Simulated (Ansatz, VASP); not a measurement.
## Ti3H: VASP beside Ansatz

```
CELL_PARAMETERS angstrom
2.81935 0.00000 0.00000
-0.93978 2.65811 0.00000
0.00000 0.00000 21.32597
ATOMIC_POSITIONS crystal
Ti 0.50000 0.50000 0.18756
Ti 0.00000 0.00000 0.28927
Ti 0.50000 0.50000 0.39041
H 0.00000 0.00000 0.41620
```

Alike in both runs: task single point; functional PBE; k mesh 10 × 10 × 1; occupations gaussian, width 0.1 eV; no spin polarisation.

|  | VASP | Ansatz |
| --- | --- | --- |
| version | VASP 6.6.1 | Ansatz 0.2.0 |
| potentials or method | VASP PAW PBE potentials, release 64 (Ti_sv, H), cutoff 520 eV | scalar-relativistic, plane waves, PAW |
| valence electrons in the cell | 37 | 37 |

Ansatz gave:

```
gap on the k mesh at the Fermi level (eV) : none
rms of the force components (eV/Å)        : 0.385
```

Question: Which values does VASP return?

Answer: gap on the k mesh at the Fermi level (eV): none; rms of the force components (eV/Å): 0.389.

Atom by atom the forces differ by 0.006 eV/Å (rms over components). A gap of «none» marks a metal or a gap that the smearing closes. The functional is the same, so the differences come from potentials, cutoffs and numerics.
